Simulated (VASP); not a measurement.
# Al (P6_3/mmc) in VASP: a series of runs, part 2 of 2

VASP 6.6.1.

### 4 Single point, PBE+D3(BJ) (16.48 Å³/atom)

This run uses another cell than the first one, of 16.48 Å³/atom.

INCAR reads:

```
PREC     = Accurate       # precision mode
ENCUT    = 520            # plane-wave cutoff, eV
EDIFF    = 1E-7           # SCF threshold, eV
ISMEAR   = 0              # smearing method
SIGMA    = 0.15           # smearing width, eV
LREAL    = F              # projectors in reciprocal space
LASPH    = T              # aspherical terms in the spheres
NELM     = 100            # most SCF steps
ALGO     = Normal         # electronic algorithm
ISIF     = 2              # what is computed and relaxed
LWAVE    = F              # write WAVECAR
LCHARG   = F              # write CHGCAR
GGA      = PE             # functional
IVDW     = 12             # dispersion correction
NBANDS   = 14             # bands
```

KPOINTS reads:

```
regular mesh
0
Gamma
  18 18 6
```

POSCAR reads:

```
Al
1.0
    2.7762897321      0.0000000000      0.0000000000
   -1.3881448661      2.4043374363      0.0000000000
    0.0000000000      0.0000000000      9.8766507221
Al
4
Direct
    0.0000000000      0.0000000000      0.0000000000
    0.3333333333      0.6666666667      0.2500000000
    0.0000000000      0.0000000000      0.5000000000
    0.6666666667      0.3333333333      0.7500000000
```

Potentials or basis: VASP PAW PBE potentials, release 64 (Al).

On the command line:

```bash
$ cat potpaw_PBE.64/Al/POTCAR > POTCAR
$ mpirun -np 1 vasp_std > vasp.out
```

OUTCAR:

```text
PREC = Accurate
   ENCUT = 520
   EDIFF = 1E-7
   ISMEAR = 0
   LREAL = F
   LASPH = T
   NELM = 100
   ISIF = 2
   GGA = PE
   IVDW = 12
 IVDW          = 12

 ion  position               nearest neighbor table
   1  0.000  0.000  0.000-   2 2.94   4 2.94   4 2.94   2 2.94   4 2.94   2 2.94
   2  0.333  0.667  0.250-   1 2.94   3 2.94   1 2.94   3 2.94   1 2.94   3 2.94
   3  0.000  0.000  0.500-   2 2.94   4 2.94   4 2.94   2 2.94   4 2.94   2 2.94
   4  0.667  0.333  0.750-   1 2.94   3 2.94   1 2.94   3 2.94   1 2.94   3 2.94

  LATTYP: Found a hexagonal cell.
 ALAT       =     2.7762897321
 C/A-ratio  =     3.5575000001

  Lattice vectors:

 A1 = (   2.7762897321,   0.0000000000,   0.0000000000)
 A2 = (  -1.3881448661,   2.4043374363,   0.0000000000)
 A3 = (   0.0000000000,   0.0000000000,   9.8766507221)

Analysis of symmetry for initial positions (statically):
=====================================================================
 Subroutine PRICEL returns:
 Original cell was already a primitive cell.

 Routine SETGRP: Setting up the symmetry group for a
 hexagonal supercell.

 Subroutine GETGRP returns: Found 24 space group operations
 (whereof 12 operations were pure point group operations)
 out of a pool of 24 trial point group operations.

The static configuration has the point symmetry D_3d.
 The point group associated with its full space group is D_6h.

Analysis of symmetry for dynamics (positions and initial velocities):
=====================================================================
 Subroutine PRICEL returns:
 Original cell was already a primitive cell.

 Routine SETGRP: Setting up the symmetry group for a
 hexagonal supercell.

 Subroutine GETGRP returns: Found 24 space group operations
 (whereof 12 operations were pure point group operations)
 out of a pool of 24 trial point group operations.

The dynamic configuration has the point symmetry D_3d.
 The point group associated with its full space group is D_6h.

 Subroutine INISYM returns: Found 24 space group operations
 (whereof 12 operations are pure point group operations),
 and found     1 'primitive' translations

----------------------------------------------------------------------------------------

                                     Primitive cell

  volume of cell :      65.9280

  direct lattice vectors                    reciprocal lattice vectors
     2.776289732  0.000000000  0.000000000     0.360192954  0.207957499  0.000000000
    -1.388144866  2.404337436  0.000000000     0.000000000  0.415914998  0.000000000
     0.000000000  0.000000000  9.876650722     0.000000000  0.000000000  0.101248898

  length of vectors
     2.776289732  2.776289732  9.876650722     0.415914998  0.415914998  0.101248898

  position of ions in fractional coordinates (direct lattice)
     0.000000000  0.000000000  0.000000000
     0.333333333  0.666666667  0.250000000
     0.000000000  0.000000000  0.500000000
     0.666666667  0.333333333  0.750000000

  ion indices of the primitive-cell ions
   primitive index   ion index
                 1           1
                 2           2
                 3           3
                 4           4

----------------------------------------------------------------------------------------

 KPOINTS: regular mesh

[... 54 lines left out ...]
   ions per type =               4
   NGX,Y,Z   is equivalent  to a cutoff of  14.37, 14.37, 13.47 a.u.
   NGXF,Y,Z  is equivalent  to a cutoff of  28.74, 28.74, 26.93 a.u.
 SYSTEM =  unknown system
   PREC   = accura    normal or accurate (medium, high low for compatibility)
   ISTART =      0    job   : 0-new  1-cont  2-samecut
   ICHARG =      2    charge: 1-file 2-atom 10-const
   ISPIN  =      1    spin polarized calculation?
   LNONCOLLINEAR =      F non collinear calculations
   LSORBIT =      F    spin-orbit coupling
   LASPH  =      T    aspherical Exc in radial PAW
   ENCUT  =  520.0 eV  38.22 Ry    6.18 a.u.   5.16  5.16 18.36*2*pi/ulx,y,z
   NELM   =    100;   NELMIN=  2; NELMDL= -5     # of ELM steps
   EDIFF  = 0.1E-06   stopping-criterion for ELM
   LREAL  =      F    real-space projection
   EDIFFG = 0.1E-05   stopping-criterion for IOM
   NSW    =      0    number of steps for IOM
   IBRION =     -1    ionic relax: 0-MD 1-quasi-New 2-CG
   NFREE  =      0    steps in history (QN), initial steepest desc. (CG)
   ISIF   =      2    stress and relaxation
   ISYM   =      2    0-nonsym 1-usesym 2-fastsym
   POTIM  = 0.5000    time-step for ionic-motion
   TEBEG  =    0.0;   TEEND  =   0.0 temperature during run
   PSTRESS=    0.0 pullay stress
   NELECT =      12.0000    total number of electrons
   NUPDOWN=      -1.0000    fix difference up-down
   EMIN   =  10.00;   EMAX   =-10.00  energy-range for DOS
   EFERMI =   0.00;   METHOD = LEGACY
   ISMEAR =     0;   SIGMA  =   0.15  broadening in eV -4-tet -1-fermi 0-gaus
   EFERMI_NEDOS =   21; number of points for ismear=-14 and -15
   IALGO  =     38    algorithm
   IMIX   =      4    mixing-type and parameters
     AMIX     =   0.40;   BMIX     =  1.00
     AMIX_MAG =   1.60;   BMIX_MAG =  1.00
  volume/ion in A,a.u.               =      16.48       111.23
  Fermi-wavevector in a.u.,A,eV,Ry     =   0.927781  1.753251 11.711580  0.860777
  Thomas-Fermi vector in A             =   2.053887
   LORBIT       =      0    0 simple, 1 ext, 2 COOP (PROOUT), +10 PAW based schemes
   GGA     = PE    functional components
   LHFCALC =     F    Hartree Fock is set to
   AEXX    =    0.0000 exact exchange contribution
   IVDW    =    12    specifies the selected vdW correction
   LEPSILON=     F    determine dielectric tensor
   LRPA    =     F    only Hartree local field effects (RPA)
 non-spin polarized calculation
 Gauss-broadening in eV      SIGMA  =   0.15
  energy-cutoff  :      520.00
  volume of cell :       65.93
 maximum number of plane-waves:      1793
 NGX is ok and might be reduce to    24
   NGX = 11   NGY = 11   NGZ = 37

 number of electron      12.0000000 magnetization

 Free energy of the ion-electron system (eV)
  ---------------------------------------------------
  ext. energy  EPLUGINS =         0.00000000
  ---------------------------------------------------
  free energy    TOTEN  =       -14.87992239 eV

  energy without entropy =      -14.86183038  energy(sigma->0) =      -14.87087639

 E-fermi :   7.9798     XC(G=0): -10.1967

 val. band max:        7.9736425856   @ k =   0.1667   0.1667   0.5000
 cond. band min:       7.9945647963   @ k =   0.5000   0.0000   0.1667
 fundamental gap:      0.0209222108
 Fermi energy:         7.9797838947

 k-point     1 :       0.0000    0.0000    0.0000
  band No.  band energies     occupation
      1      -3.1380      2.00000
      2      -1.6341      2.00000
      3      -1.6287      2.00000
      4       2.6016      2.00000
      5       3.0136      2.00000
      6       9.9380      0.00000
      7       9.9435      0.00000
      8      18.7407      0.00000
      9      19.6497      0.00000
     10      20.0251      0.00000
     11      20.0251      0.00000
     12      20.0700      0.00000
     13      20.0700      0.00000
     14      20.8995      0.00000
[... 377 lines left out ...]
      1       2.0526      2.00000
      2       3.4805      2.00000
      3       3.4830      2.00000
      4       4.7267      2.00000
      5       6.2050      2.00000
      6       6.2348      2.00000
      7       7.8457      1.79369
      8       8.0096      0.77854
      9      10.1580      0.00000
     10      10.6666      0.00000
     11      11.8080      0.00000
     12      12.7694      0.00000
     13      13.0795      0.00000
     14      14.9587      0.00000

 [... further k-points ...]

------------------------ aborting loop because EDIFF is reached ----------------------------------------

 Edisp (eV)   -1.34761

 E8    (eV) :    -0.6029

  FORCE on cell =-STRESS in cart. coord.  units (eV):
  Direction    XX          YY          ZZ          XY          YZ          ZX
  --------------------------------------------------------------------------------------
  -------------------------------------------------------------------------------------
  Total      -0.19001    -0.19001    -2.44779     0.00000     0.00000     0.00000
  in kB      -4.61749    -4.61749   -59.48590     0.00000     0.00000     0.00000
  external pressure =      -22.91 kB  Pullay stress =        0.00 kB

 VOLUME and BASIS-vectors are now :
 -----------------------------------------------------------------------------
  energy-cutoff  :      520.00
  volume of cell :       65.93
      direct lattice vectors                 reciprocal lattice vectors
     2.776289732  0.000000000  0.000000000     0.360192954  0.207957499  0.000000000
    -1.388144866  2.404337436  0.000000000     0.000000000  0.415914998  0.000000000
     0.000000000  0.000000000  9.876650722     0.000000000  0.000000000  0.101248898

 POSITION                                       TOTAL-FORCE (eV/Angst)
 -----------------------------------------------------------------------------------
      0.00000      0.00000      0.00000         0.000000     -0.000000      0.000000
     -0.00000      1.60289      2.46916        -0.000000      0.000000      0.000000
      0.00000      0.00000      4.93833         0.000000     -0.000000      0.000000
      1.38814      0.80145      7.40749         0.000000     -0.000000     -0.000000
 -----------------------------------------------------------------------------------
    total drift:                               -0.000000     -0.000000      0.000000

  FREE ENERGIE OF THE ION-ELECTRON SYSTEM (eV)
  ---------------------------------------------------
  free  energy   TOTEN  =       -16.2275319001 eV

  energy  without entropy=      -16.2094398910  energy(sigma->0) =      -16.21848590
```

Wall time 3.1 min (1 thread of Intel Xeon 8259CL, shared host); peak memory 0.26 GiB.

What came out:

- Free energy: -16.2275 eV
- Pressure: -2.3 GPa
- Band gap on the k mesh: zero (bands 6 and 7 overlap by 4.28 eV)
- Dispersion energy per atom: -0.337 eV

Caveat: the stress differs along the axes, from -6 to -0 GPa.

The gap in the log of VASP goes by the Fermi energy; the results here count the filled bands.